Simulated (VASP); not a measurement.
Input of a VASP 6.6.1 run:

Contents of INCAR:

```
PREC     = Accurate       # precision mode
ENCUT    = 600            # plane-wave cutoff, eV
EDIFF    = 1E-8           # SCF threshold, eV
ISMEAR   = 0              # smearing method
SIGMA    = 0.01           # smearing width, eV
LREAL    = False          # projectors in reciprocal space
LASPH    = True           # aspherical terms in the spheres
NELM     = 100            # most SCF steps
ALGO     = Normal         # electronic algorithm
ISIF     = 3              # what is computed and relaxed
LWAVE    = False          # write WAVECAR
LCHARG   = False          # write CHGCAR
GGA      = CA             # functional
IBRION   = 6              # ionic algorithm
NFREE    = 2            
POTIM    = 0.015          # step
NSW      = 1              # ionic steps
```

Contents of KPOINTS:

```
Automatic mesh
0
Gamma
  10 10 10
```

Contents of POSCAR:

```
BAs
1.0
    0.0000000000      2.3660397155      2.3660397155
    2.3660397155      0.0000000000      2.3660397155
    2.3660397155      2.3660397155      0.0000000000
B As
1 1
Direct
    0.0000000000      0.0000000000      0.0000000000
    0.2500000000      0.2500000000      0.2500000000
```

Potentials or basis: VASP PAW LDA potentials, release 64 (B, As).

Run with:

```console
$ cat potpaw_LDA.64/B/POTCAR potpaw_LDA.64/As/POTCAR > POTCAR
$ mpirun -np 1 vasp_std > vasp.out
```

(1) Predict the elastic constants C11, C12, C44.

(2) Predict the Voigt bulk modulus.

(3) Estimate the highest phonon frequency at Γ, LO-TO splitting left out.

Results:

(1) 292, 80, 157 GPa.

(2) 151 GPa.

(3) 705 cm⁻¹.
